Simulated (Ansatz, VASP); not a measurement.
# Mg6CuSi: VASP beside Ansatz

Contents of INCAR:

```
ALGO = Fast
EDIFF = 1E-6
ENCUT = 520
GGA = PE
ISIF = 2
ISMEAR = -1
LASPH = True
LCHARG = False
LREAL = False
LWAVE = False
NBANDS = 24
NELM = 80
PREC = Accurate
SIGMA = 0.05
```

KPOINTS

```
k-points
0
Gamma
  6 5 5
```

Contents of POSCAR:

```
Mg6CuSi
1.0
    4.8511850000      0.0000000000      0.0000000000
    0.0000000000      3.0951620000      5.1732030000
    0.0000000000     -3.0951620000      5.1732030000
Cu Si Mg
1 1 6
Direct
    0.5000000000      0.8333640000      0.8333640000
    0.5000000000      0.3325240000      0.3325240000
    0.0000000000      0.1694000000      0.1694000000
    0.0000000000      0.6718100000      0.6718100000
    0.0000000000      0.6663200000      0.1580540000
    0.0000000000      0.1580540000      0.6663200000
    0.5000000000      0.8337240000      0.3348070000
    0.5000000000      0.3348070000      0.8337240000
```

input.yaml

```yaml
crystal:
  lattice:
    - [4.851185, 0.0, 0.0]
    - [0.0, 3.095162, 5.173203]
    - [0.0, -3.095162, 5.173203]
  atoms:
    - { symbol: Cu, position: [0.5, 0.833364, 0.833364] }
    - { symbol: Si, position: [0.5, 0.332524, 0.332524] }
    - { symbol: Mg, position: [0.0, 0.1694, 0.1694] }
    - { symbol: Mg, position: [0.0, 0.67181, 0.67181] }
    - { symbol: Mg, position: [0.0, 0.66632, 0.158054] }
    - { symbol: Mg, position: [0.0, 0.158054, 0.66632] }
    - { symbol: Mg, position: [0.5, 0.833724, 0.334807] }
    - { symbol: Mg, position: [0.5, 0.334807, 0.833724] }
hamiltonian:
  xc: pbe
  pseudopotentials: { kind: paw }
kpoints:
  mp_grid: { grid: [6, 5, 5] }
scf:
  occupations: { method: fermi_dirac, width: 0.05 }
output:
  forces: true
  stress: true
  eigenvalues: true
```

Alike in both runs: task single point; functional PBE; k mesh 6 × 5 × 5; occupations fermi-dirac, width 0.05 eV; no spin polarisation.

|  | VASP | Ansatz |
| --- | --- | --- |
| version | VASP 6.6.1 | Ansatz 0.2.0 |
| potentials or method | VASP PAW PBE potentials, release 64 (Cu, Si, Mg) | Ansatz PAW |
| plane-wave cutoff (eV) | 520 | 420 |
| valence electrons in the cell | 27 | 83 |

|  | VASP | Ansatz | Ansatz less VASP |
| --- | --- | --- | --- |
| gap on the k mesh at the Fermi level (eV) | none | none | - |
| pressure (GPa) | 0.0 | 0.1 | +0.11 |
| traceless stress, the component that is largest in VASP (GPa) | -1.12 | -1.12 | +0.001 |
| rms of the force components (eV/Å) | 0.020 | 0.019 | -0.0010 |

Atom by atom the forces differ by 0.003 eV/Å (rms over components). A gap of «none» marks a metal or a gap that the smearing closes. With one functional, cell and mesh, what is left measures potentials, basis and numerics. VASP's potentials hold 27 valence electrons a cell and Ansatz's 83, so a difference there can come from the potentials and not from the codes.
